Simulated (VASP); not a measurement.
NiI3:

```
Ni I
1.0
     5.55900    0.00000    0.00000
     0.00000    5.55900    0.00000
     0.00000    0.00000    5.55900
Ni I
1 3
Direct
  0.00000 0.00000 0.00000
  0.50000 0.00000 0.00000
  0.00000 0.00000 0.50000
  0.00000 0.50000 0.00000
```

Base run:

```yaml
Program: VASP 6.6.1
Functional: PBE
Potentials_or_basis: VASP PAW PBE potentials, release 64 (Ni, I)
Cutoff: 520 eV
k_mesh: 6 × 6 × 6
Occupations: gaussian, width 0.05 eV
Spin: collinear spin, ferromagnetic start
Starting_moments: "[1.83, 0.0, 0.0, 0.0] μB"
Hubbard_terms: Ni d U = 6.2 eV
```

Its results: pressure -0.2 GPa; net moment 1.69 μB per cell; site moments Ni +1.69; I -0.00 μB.

Problem. The run is repeated on the same cell with these changes: k mesh from 6 × 6 × 6 to 4 × 4 × 4; moments at the start from [1.83, 0.0, 0.0, 0.0] to [1.82, 0.0, 0.0, 0.0]. What comes out?

Solution. Pressure -0.1 GPa; net moment 1.42 μB per cell; site moments Ni +1.70; I -0.06 μB.
